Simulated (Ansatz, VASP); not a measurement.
**Cd in VASP and in Ansatz**

```
CELL_PARAMETERS angstrom
5.46110 0.00000 0.00000
-2.73055 4.72945 0.00000
0.00000 0.00000 3.29650
ATOMIC_POSITIONS crystal
Cd 0.00000 0.00000 0.00000
Cd 0.33333 0.66667 0.50000
Cd 0.66667 0.33333 0.50000
```

Alike in both runs: task single point; functional RPBE; k mesh 8 × 8 × 11; occupations fermi-dirac, width 0.1 eV; no spin polarisation.

```csv
,VASP,Ansatz
version,VASP 6.6.1,Ansatz 0.2.0
potentials or method,"VASP PAW PBE potentials, release 64 (Cd), cutoff 520 eV","plane waves (420 eV) with PAW, scalar-relativistic"
valence electrons in the cell,36,60
```

```tsv
	VASP	Ansatz	Ansatz less VASP
pressure (GPa)	-1.7	-1.8	-0.09
traceless stress, the component that is largest in VASP (GPa)	-0.06	-0.06	-0.002
```

VASP's potentials were made for PBE, not for RPBE. With one functional, cell and mesh, what is left measures potentials, basis and numerics. VASP's potentials hold 36 valence electrons a cell and Ansatz's 60, so a difference there can come from the potentials and not from the codes.
